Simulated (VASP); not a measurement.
# Au (Imm2) in VASP: a series of runs

Runs on Au. Level: PBEsol. Tasks: single point.

All numbers are computed with VASP 6.6.1; they aren't measurements. Logs are shortened: lines on timing, memory, paths and dates and some standing lists are left out, and cuts for length are marked.

## Step 1: The cell of the first run

It takes space group Imm2 (No. 44, orthorhombic). The conventional cell has a = 5.786 Å, b = 8.182 Å, c = 5.786 Å, α = 90.00°, β = 90.00°, γ = 90.00°. Within 3.6 Å of Au (site symmetry mm2) lie 12 Au at 2.74 to 3.04 Å. Within 3.6 Å of Au (site symmetry mm2) lie 12 Au at 2.74 to 3.04 Å. Within 3.7 Å of Au (site symmetry 1) lie 12 Au at 2.82 to 2.97 Å. Within 3.8 Å of Au (site symmetry mm2) lie 12 Au at 2.89 to 2.90 Å. Au (site symmetry mm2) has 12 Au at 2.89 Å within 3.8 Å.

## Step 2: Single point, PBEsol (atom 1 (Au) moved +0.150 Å towards its neighbour atom 2 (Au) at 2.893 Å)

Input file INCAR:

```
PREC     = Accurate       # precision mode
ENCUT    = 520            # plane-wave cutoff, eV
EDIFF    = 1E-7           # SCF threshold, eV
ISMEAR   = 0              # smearing method
SIGMA    = 0.15           # smearing width, eV
LREAL    = False          # projectors in reciprocal space
LASPH    = True           # aspherical terms in the spheres
NELM     = 60             # most SCF steps
ALGO     = Fast           # electronic algorithm
ISIF     = 2              # what is computed and relaxed
LWAVE    = False          # write WAVECAR
LCHARG   = False          # write CHGCAR
GGA      = PS             # functional
NBANDS   = 54             # bands
```

Input file KPOINTS:

```
regular mesh
0
Gamma
  10 10 10
```

Input file POSCAR:

```
Au
1.0
   -4.0910000000     -4.0910000000      0.0000000000
   -4.0910000000      0.0000000000     -4.0910000000
    0.0000000000     -4.0910000000     -4.0910000000
Au
8
Direct
    0.4740733275      0.5000000000      0.5000000000
    0.0000000000      0.5000000000      0.5000000000
    0.5000000000      0.0000000000      0.5000000000
    0.0000000000      0.0000000000      0.5000000000
    0.5000000000      0.5000000000      0.0000000000
    0.0000000000      0.5000000000      0.0000000000
    0.5000000000      0.0000000000      0.0000000000
    0.0000000000      0.0000000000      0.0000000000
```

Potentials or basis: VASP PAW PBE potentials, release 64 (Au).

Launch:

```
$ cat potpaw_PBE.64/Au/POTCAR > POTCAR
$ mpirun -np 1 vasp_std > vasp.out
```

OUTCAR:

```text
PREC = Accurate
   ENCUT = 520
   EDIFF = 1E-7
   ISMEAR = 0
   LREAL = False
   LASPH = True
   NELM = 60
   ISIF = 2
   GGA = PS

 ion  position               nearest neighbor table
   1  0.474  0.500  0.500-   2 2.74   4 2.82   6 2.82   5 2.82   3 2.82   7 2.90   7 2.90   3 2.97
                             4 2.97   5 2.97   6 2.97   2 3.04
   2  0.000  0.500  0.500-   1 2.74   4 2.89   6 2.89   5 2.89   6 2.89   8 2.89   3 2.89   4 2.89
                             8 2.89   3 2.89   5 2.89   1 3.04
   3  0.500  0.000  0.500-   1 2.82   4 2.89   7 2.89   5 2.89   7 2.89   8 2.89   2 2.89   5 2.89
                             2 2.89   4 2.89   8 2.89   1 2.97
   4  0.000  0.000  0.500-   1 2.82   3 2.89   8 2.89   6 2.89   7 2.89   8 2.89   2 2.89   2 2.89
                             6 2.89   3 2.89   7 2.89   1 2.97
   5  0.500  0.500  0.000-   1 2.82   6 2.89   7 2.89   2 2.89   3 2.89   3 2.89   7 2.89   8 2.89
                             2 2.89   6 2.89   8 2.89   1 2.97
   6  0.000  0.500  0.000-   1 2.82   5 2.89   8 2.89   2 2.89   2 2.89   4 2.89   4 2.89   7 2.89
                             8 2.89   5 2.89   7 2.89   1 2.97
   7  0.500  0.000  0.000-   3 2.89   5 2.89   8 2.89   3 2.89   4 2.89   5 2.89   6 2.89   4 2.89
                             6 2.89   8 2.89   1 2.90   1 2.90
   8  0.000  0.000  0.000-   4 2.89   6 2.89   7 2.89   2 2.89   3 2.89   4 2.89   2 2.89   5 2.89
                             6 2.89   3 2.89   5 2.89   7 2.89

  LATTYP: Found a face centered cubic cell.
 ALAT       =     8.1820000000

  Lattice vectors:

 A1 = (  -4.0910000000,  -4.0910000000,   0.0000000000)
 A2 = (  -4.0910000000,   0.0000000000,  -4.0910000000)
 A3 = (   0.0000000000,  -4.0910000000,  -4.0910000000)

Analysis of symmetry for initial positions (statically):
=====================================================================
 Subroutine PRICEL returns:
 Original cell was already a primitive cell.

 Routine SETGRP: Setting up the symmetry group for a
 face centered cubic supercell.

 Subroutine GETGRP returns: Found  4 space group operations
 (whereof  4 operations were pure point group operations)
 out of a pool of 48 trial point group operations.

The static configuration has the point symmetry C_2v.

Analysis of symmetry for dynamics (positions and initial velocities):
=====================================================================
 Subroutine PRICEL returns:
 Original cell was already a primitive cell.

 Routine SETGRP: Setting up the symmetry group for a
 face centered cubic supercell.

 Subroutine GETGRP returns: Found  4 space group operations
 (whereof  4 operations were pure point group operations)
 out of a pool of 48 trial point group operations.

The dynamic configuration has the point symmetry C_2v.

 Subroutine INISYM returns: Found  4 space group operations
 (whereof  4 operations are pure point group operations),
 and found     1 'primitive' translations

----------------------------------------------------------------------------------------

                                     Primitive cell

  volume of cell :     136.9363

  direct lattice vectors                    reciprocal lattice vectors
    -4.091000000 -4.091000000  0.000000000    -0.122219506 -0.122219506  0.122219506
    -4.091000000  0.000000000 -4.091000000    -0.122219506  0.122219506 -0.122219506
     0.000000000 -4.091000000 -4.091000000     0.122219506 -0.122219506 -0.122219506

  length of vectors
     5.785547684  5.785547684  5.785547684     0.211690394  0.211690394  0.211690394

  position of ions in fractional coordinates (direct lattice)
     0.474073328  0.500000000  0.500000000
     0.000000000  0.500000000  0.500000000
     0.500000000  0.000000000  0.500000000
     0.000000000  0.000000000  0.500000000
     0.500000000  0.500000000  0.000000000
     0.000000000  0.500000000  0.000000000
     0.500000000  0.000000000  0.000000000
     0.000000000  0.000000000  0.000000000

  ion indices of the primitive-cell ions
   primitive index   ion index
                 1           1
                 2           2
                 3           3
                 4           4
                 5           5
                 6           6
                 7           7
                 8           8

----------------------------------------------------------------------------------------

 KPOINTS: regular mesh

Automatic generation of k-mesh.
 Grid dimensions read from file:
 generate k-points for:   10   10   10

 Generating k-lattice:

  Cartesian coordinates                     Fractional coordinates (reciprocal lattice)
    -0.012221951 -0.012221951  0.012221951     0.100000000  0.000000000  0.000000000
    -0.012221951  0.012221951 -0.012221951     0.000000000  0.100000000  0.000000000
     0.012221951 -0.012221951 -0.012221951     0.000000000  0.000000000  0.100000000

  Length of vectors
     0.021169039  0.021169039  0.021169039

  Shift w.r.t. Gamma in fractional coordinates (k-lattice)
     0.000000000  0.000000000  0.000000000

 Subroutine IBZKPT returns following result:
 ===========================================

 Found    171 irreducible k-points:

 Following reciprocal coordinates:
            Coordinates               Weight
  0.000000  0.000000  0.000000      1.000000
  0.100000  0.000000  0.000000      4.000000
  0.000000  0.100000  0.000000      4.000000
  0.200000  0.000000  0.000000      4.000000
  0.000000  0.200000  0.000000      4.000000
  0.300000  0.000000  0.000000      4.000000
[... 16 lines left out ...]
  0.000000  0.400000  0.100000      4.000000
  0.100000  0.000000  0.400000      8.000000
 [... further k-points ...]
   k-points           NKPTS =    171   k-points in BZ     NKDIM =    171   number of bands    NBANDS=     54
   number of dos      NEDOS =    301   number of ions     NIONS =      8
   total plane-waves  NPLWV = 110592
   dimension x,y,z NGX =    48 NGY =   48 NGZ =   48
   dimension x,y,z NGXF=    96 NGYF=   96 NGZF=   96
   ions per type =               8
   NGX,Y,Z   is equivalent  to a cutoff of  13.79, 13.79, 13.79 a.u.
   NGXF,Y,Z  is equivalent  to a cutoff of  27.59, 27.59, 27.59 a.u.
 SYSTEM =  unknown system
   PREC   = accura    normal or accurate (medium, high low for compatibility)
   ISTART =      0    job   : 0-new  1-cont  2-samecut
   ICHARG =      2    charge: 1-file 2-atom 10-const
   ISPIN  =      1    spin polarized calculation?
   LNONCOLLINEAR =      F non collinear calculations
   LSORBIT =      F    spin-orbit coupling
   LASPH  =      T    aspherical Exc in radial PAW
   ENCUT  =  520.0 eV  38.22 Ry    6.18 a.u.  10.76 10.76 10.76*2*pi/ulx,y,z
   NELM   =     60;   NELMIN=  2; NELMDL= -5     # of ELM steps
   EDIFF  = 0.1E-06   stopping-criterion for ELM
   LREAL  =      F    real-space projection
   EDIFFG = 0.1E-05   stopping-criterion for IOM
   NSW    =      0    number of steps for IOM
   IBRION =     -1    ionic relax: 0-MD 1-quasi-New 2-CG
   NFREE  =      0    steps in history (QN), initial steepest desc. (CG)
   ISIF   =      2    stress and relaxation
   ISYM   =      2    0-nonsym 1-usesym 2-fastsym
   POTIM  = 0.5000    time-step for ionic-motion
   TEBEG  =    0.0;   TEEND  =   0.0 temperature during run
   PSTRESS=    0.0 pullay stress
   NELECT =      88.0000    total number of electrons
   NUPDOWN=      -1.0000    fix difference up-down
   EMIN   =  10.00;   EMAX   =-10.00  energy-range for DOS
   EFERMI =   0.00;   METHOD = LEGACY
   ISMEAR =     0;   SIGMA  =   0.15  broadening in eV -4-tet -1-fermi 0-gaus
   EFERMI_NEDOS =   21; number of points for ismear=-14 and -15
   IALGO  =     68    algorithm
   IMIX   =      4    mixing-type and parameters
     AMIX     =   0.40;   BMIX     =  1.00
     AMIX_MAG =   1.60;   BMIX_MAG =  1.00
  volume/ion in A,a.u.               =      17.12       115.51
  Fermi-wavevector in a.u.,A,eV,Ry     =   1.412742  2.669696 27.155058  1.995840
  Thomas-Fermi vector in A             =   2.534459
   LORBIT       =      0    0 simple, 1 ext, 2 COOP (PROOUT), +10 PAW based schemes
   GGA     = PS    functional components
   LHFCALC =     F    Hartree Fock is set to
   AEXX    =    0.0000 exact exchange contribution
   IVDW    =     0    specifies the selected vdW correction
   LEPSILON=     F    determine dielectric tensor
   LRPA    =     F    only Hartree local field effects (RPA)
 non-spin polarized calculation
 RMM-DIIS sequential band-by-band and
 Gauss-broadening in eV      SIGMA  =   0.15
  energy-cutoff  :      520.00
  volume of cell :      136.94
 maximum number of plane-waves:      3708
 NGX is ok and might be reduce to    48
   NGX = 21   NGY = 21   NGZ = 21

 number of electron      88.0000001 magnetization

 Free energy of the ion-electron system (eV)
  ---------------------------------------------------
  ext. energy  EPLUGINS =         0.00000000
  ---------------------------------------------------
  free energy    TOTEN  =       -31.32678436 eV

  energy without entropy =      -31.30265334  energy(sigma->0) =      -31.31471885

 E-fermi :   9.1776     XC(G=0): -12.8563

 val. band max:        9.1732558317   @ k =   0.3000  -0.2000  -0.2000
 cond. band min:       9.1820506317   @ k =   0.4000  -0.3000  -0.3000
 fundamental gap:      0.0087948000
 Fermi energy:         9.1776225598

 k-point     1 :       0.0000    0.0000    0.0000
  band No.  band energies     occupation
      1      -0.6731      2.00000
      2       1.8979      2.00000
      3       1.8997      2.00000
      4       1.9128      2.00000
      5       1.9190      2.00000
      6       2.1619      2.00000
[... 46 lines left out ...]
     53      14.8946      0.00000
     54      14.9157      0.00000

 k-point     2 :       0.1000    0.0000    0.0000
  band No.  band energies     occupation
      1      -0.5860      2.00000
      2       1.9055      2.00000
      3       1.9613      2.00000
      4       1.9765      2.00000
      5       1.9774      2.00000
      6       2.2100      2.00000
[... 1246 lines left out ...]
 k-point    24 :       0.1000    0.0000    0.4000
  band No.  band energies     occupation
      1       0.4831      2.00000
      2       1.7308      2.00000
      3       2.5706      2.00000
      4       2.5920      2.00000
      5       2.6270      2.00000
      6       2.6969      2.00000
[... 46 lines left out ...]
     53      14.9694      0.00000
     54      17.0423      0.00000

 [... further k-points ...]

------------------------ aborting loop because EDIFF is reached ----------------------------------------

  FORCE on cell =-STRESS in cart. coord.  units (eV):
  Direction    XX          YY          ZZ          XY          YZ          ZX
  --------------------------------------------------------------------------------------
  -------------------------------------------------------------------------------------
  Total       -0.6473389     -0.6473389     -0.6692052      0.1865067      0.0000000      0.0000000
  in kB       -7.5739742     -7.5739742     -7.8298139      2.1821597      0.0000000      0.0000000
  external PRESSURE =      -7.6592541 kB  Pullay stress =       0.0000000 kB

 VOLUME and BASIS-vectors are now :
 -----------------------------------------------------------------------------
  energy-cutoff  :      520.00
  volume of cell :      136.94
      direct lattice vectors                 reciprocal lattice vectors
    -4.091000000 -4.091000000  0.000000000    -0.122219506 -0.122219506  0.122219506
    -4.091000000  0.000000000 -4.091000000    -0.122219506  0.122219506 -0.122219506
     0.000000000 -4.091000000 -4.091000000     0.122219506 -0.122219506 -0.122219506

 POSITION                                       TOTAL-FORCE (eV/Angst)
 -----------------------------------------------------------------------------------
     -3.98493     -3.98493     -4.09100        -0.749476     -0.749476      0.000000
     -2.04550     -2.04550     -4.09100         0.488235      0.488235      0.000000
     -2.04550     -4.09100     -2.04550         0.204540     -0.070743      0.245460
      0.00000     -2.04550     -2.04550        -0.070743      0.204540     -0.245460
     -4.09100     -2.04550     -2.04550        -0.070743      0.204540      0.245460
     -2.04550      0.00000     -2.04550         0.204540     -0.070743     -0.245460
     -2.04550     -2.04550      0.00000        -0.037908     -0.037908      0.000000
      0.00000      0.00000      0.00000         0.031556      0.031556      0.000000
 -----------------------------------------------------------------------------------
    total drift:                                0.000004      0.000004     -0.000000

  FREE ENERGIE OF THE ION-ELECTRON SYSTEM (eV)
  ---------------------------------------------------
  free  energy   TOTEN  =       -31.3267843609 eV

  energy  without entropy=      -31.3026533356  energy(sigma->0) =      -31.31471885
```

Wall time 13 min (1 thread of Intel Xeon 6975P-C (Granite Rapids), shared host); peak memory 0.92 GiB.

Results:

```yaml
Free_energy: -31.3268 eV
Pressure: -0.8 GPa
Largest_force: 1.060 eV/Å
Band_gap_on_the_k_mesh: zero (bands 44 and 45 overlap by 1.90 eV)
```

Forces in eV/Å, atoms in the order of the input:
```
Au  -0.749 -0.749  0.000
Au   0.488  0.488  0.000
Au   0.205 -0.071  0.245
Au  -0.071  0.205 -0.245
Au  -0.071  0.205  0.245
Au   0.205 -0.071 -0.245
Au  -0.038 -0.038  0.000
Au   0.032  0.032  0.000
```

Caveat: the cell differs from its parent crystal (atom 1 (Au) moved +0.150 Å towards its neighbour atom 2 (Au) at 2.893 Å); the PAW data sets were made with another functional, which shifts forces and pressure a little; spin-orbit coupling is left out, which moves the levels of the heavy elements.

## Step 3: Single point, PBEsol (atom 1 (Au) moved -0.200 Å towards its neighbour atom 2 (Au) at 2.893 Å)

Input file INCAR:

```
SYSTEM = Au
PREC = Accurate ; ENCUT = 520
EDIFF = 1E-6 ; ISMEAR = 0
SIGMA = 0.15 ; LREAL = .False.
LASPH = .True. ; NELM = 80
ALGO = Fast ; ISIF = 2
LWAVE = .False. ; LCHARG = .False.
GGA = PS ; NBANDS = 54
```

Input file KPOINTS:

```
Automatic mesh
0
Gamma
  10 10 10
  0 0 0
```

Changes to POSCAR since step 2:

```diff
@@ -8,3 +8,3 @@
 Direct
-    0.4740733275      0.5000000000      0.5000000000
+    0.5345688967      0.5000000000      0.5000000000
     0.0000000000      0.5000000000      0.5000000000
```

Potentials or basis: VASP PAW PBE potentials, release 64 (Au).

Launch:

```
$ cat potpaw_PBE.64/Au/POTCAR > POTCAR
$ mpirun -np 1 vasp_std > vasp.out
```

Run time: 29 min. Hardware: 1 thread of Oxide Virtual Turin-like, shared host; peak memory 0.89 GiB.

It converged, with:

| Property | Result |
| --- | --- |
| Free energy | -31.2638 eV |
| Pressure | -0.4 GPa |
| Largest force | 1.465 eV/Å |
| Band gap on the k mesh | zero (bands 44 and 45 overlap by 1.85 eV) |

Forces in eV/Å, atoms in the order of the input:
```
Au   1.036  1.036  0.000
Au  -0.693 -0.693  0.000
Au  -0.272  0.096 -0.329
Au   0.096 -0.272  0.329
Au   0.096 -0.272 -0.329
Au  -0.272  0.096  0.329
Au   0.050  0.050  0.000
Au  -0.042 -0.042  0.000
```

Stress tensor (GPa, compression positive):
```
-0.36  0.40  0.00
 0.40 -0.36  0.00
 0.00  0.00 -0.42
```

Levels at points of the mesh, in eV from the Fermi level:
```csv
k point,band 42,band 43,band 44,band 45,band 46,band 47
"(0.00, 0.00, 0.00)",-0.98,-0.97,-0.94,-0.87,1.00,1.01
"(0.50, 0.00, 0.00)",-1.79,0.95,0.98,1.00,1.04,1.08
"(0.00, 0.50, 0.00)",-1.78,0.90,0.95,1.03,1.03,1.13
"(0.50, 0.50, 0.00)",-1.60,-0.34,-0.26,-0.26,-0.19,4.68
"(0.00, 0.50, 0.50)",-1.59,-0.36,-0.26,-0.25,-0.15,4.67
```

Caveat: the cell differs from its parent crystal (atom 1 (Au) moved -0.200 Å towards its neighbour atom 2 (Au) at 2.893 Å); the PAW data sets were made with another functional, which shifts forces and pressure a little; spin-orbit coupling is left out, which moves the levels of the heavy elements.
